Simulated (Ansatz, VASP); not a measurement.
MoS2 in VASP and in Ansatz

```xyz
3
Lattice="1.5709 0.9070 6.0822 -1.5709 0.9070 6.0822 0.0000 -1.8139 6.0822" Properties=species:S:1:pos:R:3 pbc="T T T"
Mo    0.0000    0.0000    0.0000
S     0.0000    0.0000   13.6558
S     0.0000    0.0000   10.6725
```

Change from the starting cell: volume scaled by 0.98.

Alike in both runs: task single point; functional PBEsol; k mesh 13 × 13 × 13; occupations fermi-dirac, width 0.05 eV; no spin polarisation.

|  | VASP | Ansatz |
| --- | --- | --- |
| version | VASP 6.6.1 | Ansatz 0.2.0 |
| potentials or method | VASP PAW PBE potentials, release 64 (Mo_sv, S), cutoff 520 eV | all-electron LAPW, scalar-relativistic |

Ansatz gave:

```
pressure (GPa)                                                : 7.8
traceless stress, the component that is largest in VASP (GPa) : 5.43
rms of the force components (eV/Å)                            : 0.661
```

Q: What did VASP give for the same quantities?

A: Pressure (GPa): 7.8; traceless stress, the component that is largest in VASP (GPa): 5.41; rms of the force components (eV/Å): 0.659.

VASP's potentials were made for PBE, not for PBEsol. Atom by atom the forces differ by 0.002 eV/Å (rms over components). Ansatz ran all-electron here, and VASP with PAW potentials.
